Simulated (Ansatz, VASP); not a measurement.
# Two plane-wave programs on Nb3N

Contents of INCAR:

```
SYSTEM = Nb3N
ALGO = Normal ; EDIFF = 1E-7
ENCUT = 520 ; GGA = PE
ISIF = 2 ; ISMEAR = 0
LASPH = .TRUE. ; LCHARG = .FALSE.
LREAL = .FALSE. ; LWAVE = .FALSE.
NBANDS = 30 ; NELM = 60
PREC = Accurate ; SIGMA = 0.1
```

File KPOINTS:

```
k-points
0
G
  6 6 6
  0 0 0
```

POSCAR

```
Nb3N
1.0
   -2.4618080600      2.4618080600      2.4618080600
    2.4618080600     -2.4618080600      2.4618080600
    2.4618080600      2.4618080600     -2.4618080600
Nb N
3 1
Direct
    0.0000000000      0.5000000000      0.5000000000
    0.5000000000      0.0000000000      0.5000000000
    0.5000000000      0.5000000000      0.0000000000
    0.0000000000      0.0000000000      0.0000000000
```

Input for Ansatz:

```yaml
crystal:
  lattice:
    - [-2.46180806, 2.46180806, 2.46180806]
    - [2.46180806, -2.46180806, 2.46180806]
    - [2.46180806, 2.46180806, -2.46180806]
  atoms:
    - { symbol: Nb, position: [0.0, 0.5, 0.5] }
    - { symbol: Nb, position: [0.5, 0.0, 0.5] }
    - { symbol: Nb, position: [0.5, 0.5, 0.0] }
    - { symbol: "N", position: [0.0, 0.0, 0.0] }
basis:
  ecutwfc: 420
kpoints:
  mp_grid: { grid: [6, 6, 6] }
hamiltonian:
  xc: pbe
scf:
  occupations: { method: gaussian, width: 0.1 }
  lower_state_search: "off"
output:
  forces: true
  stress: true
  eigenvalues: true
```

Alike in both runs: task single point; functional PBE; k mesh 6 × 6 × 6; occupations gaussian, width 0.1 eV; no spin polarisation.

```csv
,VASP,Ansatz
version,VASP 6.6.1,Ansatz 0.2.0
potentials or method,"VASP PAW PBE potentials, release 64 (Nb_sv, N), cutoff 520 eV","scalar-relativistic, plane waves, PAW"
valence electrons in the cell,44,44
```

```csv
,VASP,Ansatz,Ansatz less VASP
gap on the k mesh at the Fermi level (eV),0.08,0.09,+0.005
least direct gap on the mesh (eV),0.31,0.31,+0.001
pressure (GPa),9.4,9.6,+0.21
```

The functional is the same, so the differences come from potentials, cutoffs and numerics.
